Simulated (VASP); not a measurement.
Here is a VASP 6.6.1 calculation.

Contents of INCAR:

```
SYSTEM = Al
ALGO     = Normal         ! electronic algorithm
EDIFF    = 1E-6           ! SCF threshold, eV
ENCUT    = 520            ! plane-wave cutoff, eV
GGA      = PE             ! functional
ISIF     = 2              ! what is computed and relaxed
ISMEAR   = 0              ! smearing method
IVDW     = 12             ! dispersion correction
LASPH    = .True.         ! aspherical terms in the spheres
LCHARG   = .False.        ! write CHGCAR
LREAL    = .False.        ! projectors in reciprocal space
LWAVE    = .False.        ! write WAVECAR
NBANDS   = 14             ! bands
NELM     = 60             ! most SCF steps
PREC     = Accurate       ! precision mode
SIGMA    = 0.15           ! smearing width, eV
```

Contents of KPOINTS:

```
k-points
0
Gamma
  18 18 6
  0 0 0
```

POSCAR

```
Al
1.0
    2.7203649919      0.0000000000      0.0000000000
   -1.3601824960      2.3559051905      0.0000000000
    0.0000000000      0.0000000000      9.2976634693
Al
4
Direct
    0.0000000000      0.0000000000      0.0000000000
    0.3333333333      0.6666666667      0.2500000000
    0.0000000000      0.0000000000      0.5000000000
    0.6666666667      0.3333333333      0.7500000000
```

Potentials or basis: VASP PAW PBE potentials, release 64 (Al).

The run is started by

```bash
$ cat potpaw_PBE.64/Al/POTCAR > POTCAR
$ mpirun -np 1 vasp_std > vasp.out
```

Question: Predict the band gap on the k mesh.

Answer: Zero (bands 6 and 7 overlap by 4.95 eV).

Question: Predict the dispersion energy per atom.

Answer: -0.374 eV.

Question: Estimate the pressure.

Answer: 6.4 GPa.

Stress tensor (GPa, compression positive):
```
8.01 0.00 0.00
0.00 8.01 0.00
0.00 0.00 3.09
```

Caveat: the cell stands under pressure.
